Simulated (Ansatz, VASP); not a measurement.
## One calculation of KCl, two programs

```
K Cl
1.0
     3.62185    0.00000    0.00000
     0.00000    3.62185    0.00000
     0.00000    0.00000    3.62185
K Cl
1 1
Direct
  0.00000 0.00000 0.00000
  0.50000 0.50000 0.50000
```

Change from the starting cell: volume scaled by 0.99.

Alike in both runs: task single point; functional PBE; k mesh 7 × 7 × 7; occupations fermi-dirac, width 0.02 eV; no spin polarisation.

|  | VASP | Ansatz |
| --- | --- | --- |
| version | VASP 6.6.1 | Ansatz 0.2.0 |
| potentials or method | VASP PAW PBE potentials, release 64 (K_sv, Cl), cutoff 500 eV | all-electron LAPW, scalar-relativistic |

|  | VASP | Ansatz | Ansatz less VASP |
| --- | --- | --- | --- |
| gap on the k mesh at the Fermi level (eV) | 5.67 | 5.67 | +0.003 |
| pressure (GPa) | 4.9 | 4.9 | -0.06 |

Ansatz ran all-electron here, and VASP with PAW potentials.
